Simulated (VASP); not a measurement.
Write the native input for VASP 6.6.1 that does the following.

```
Task                   : single point
Functional             : LDA
Potentials or basis    : VASP PAW LDA potentials, release 64 (Ir)
Cutoff                 : 520 eV
k mesh                 : 15 × 15 × 15
Occupations            : fermi-dirac, width 0.2 eV
Spin                   : no spin polarisation
Dipole correction      : no
Further INCAR settings : ALGO = Normal; EDIFF = 1e-06; NBANDS = 10
```

The structure of Ir lies in POSCAR:

```
Ir
1.0
    0.0000000000      1.9408081540      1.9408081540
    1.9408081540      0.0000000000      1.9408081540
    1.9408081540      1.9408081540      0.0000000000
Ir
1
Direct
    0.0000000000      0.0000000000      0.0000000000
```

One way to write it, as run:

INCAR

```
PREC = Accurate ; ENCUT = 520
EDIFF = 1E-6 ; ISMEAR = -1
SIGMA = 0.2 ; LREAL = F
LASPH = T ; NELM = 80
ALGO = Normal ; ISIF = 2
LWAVE = F ; LCHARG = F
NBANDS = 10
```

KPOINTS

```
Automatic mesh
0
Gamma
  15 15 15
```

Potentials or basis: VASP PAW LDA potentials, release 64 (Ir).

Command:

```sh
$ cat potpaw_LDA.64/Ir/POTCAR > POTCAR
$ mpirun -np 1 vasp_std > vasp.out
```

It gave:

```json
{"Pressure": "-16.2 GPa"}
```

Run time: 18 s on 1 thread of Intel(R) Xeon(R) Platinum 8259CL CPU @ 2.50GHz (Skylake/Cascade Lake), on a shared host, peak memory 0.13 GiB.
